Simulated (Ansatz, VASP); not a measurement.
## One calculation of BeTe, two programs

Contents of INCAR:

```
SYSTEM = BeTe
PREC = Accurate
ENCUT = 600
EDIFF = 1E-6
ISMEAR = 0
SIGMA = 0.02
LREAL = .FALSE.
LASPH = .TRUE.
NELM = 120
ALGO = Normal
ISIF = 2
LWAVE = .FALSE.
LCHARG = .FALSE.
GGA = PE
NBANDS = 11
GGA_COMPAT = .FALSE.
```

File KPOINTS:

```
regular mesh
0
G
  8 8 8
  0 0 0
```

Contents of POSCAR:

```
BeTe
1.0
    0.0000000000      2.8318768712      2.8318768712
    2.8318768712      0.0000000000      2.8318768712
    2.8318768712      2.8318768712      0.0000000000
Be Te
1 1
Direct
    0.0000000000      0.0000000000      0.0000000000
    0.2500000000      0.2500000000      0.2500000000
```

Input for Ansatz:

```yaml
crystal:
  lattice:
    - [0.0, 2.8318768712, 2.8318768712]
    - [2.8318768712, 0.0, 2.8318768712]
    - [2.8318768712, 2.8318768712, 0.0]
  atoms:
    - { symbol: Be, position: [0.0, 0.0, 0.0] }
    - { symbol: Te, position: [0.25, 0.25, 0.25] }
basis:
  ecutwfc: 420
kpoints:
  mp_grid: { grid: [8, 8, 8] }
  band_path:
    path:
      - [[0.0, 0.0, 0.0], [-0.5, -0.5, 0.0], [-0.375, -0.375, 0.25]]
      - [[-0.375, 0.0, 0.375], [0.0, 0.0, 0.0], [0.0, 0.0, 0.5], [-0.5, -0.25, 0.25], [-0.5, -0.5, 0.0]]
    npoints: 10
hamiltonian:
  xc: pbe
scf:
  occupations: { method: gaussian, width: 0.02 }
  mixing: { beta: 0.2 }
  n_extra_bands: 7
output:
  forces: true
  stress: true
  eigenvalues: true
```

Alike in both runs: task single point; functional PBE; k mesh 8 × 8 × 8; occupations gaussian, width 0.02 eV; no spin polarisation.

|  | VASP | Ansatz |
| --- | --- | --- |
| version | VASP 6.6.1 | Ansatz 0.2.0 |
| potentials or method | VASP PAW PBE potentials, release 64 (Be, Te), cutoff 600 eV | scalar-relativistic, plane waves, PAW |
| valence electrons in the cell | 8 | 18 |

Ansatz gave:

- gap on the k mesh at the Fermi level (eV): 2.03
- least direct gap on the mesh (eV): 3.64
- pressure (GPa): 0.0

Question: What did VASP give for the same quantities?

Answer: gap on the k mesh at the Fermi level (eV): 2.01; least direct gap on the mesh (eV): 3.62; pressure (GPa): 0.1.

With one functional, cell and mesh, what is left measures potentials, basis and numerics. VASP's potentials hold 8 valence electrons a cell and Ansatz's 18, so a difference there can come from the potentials and not from the codes.

Spin-orbit coupling is off throughout.
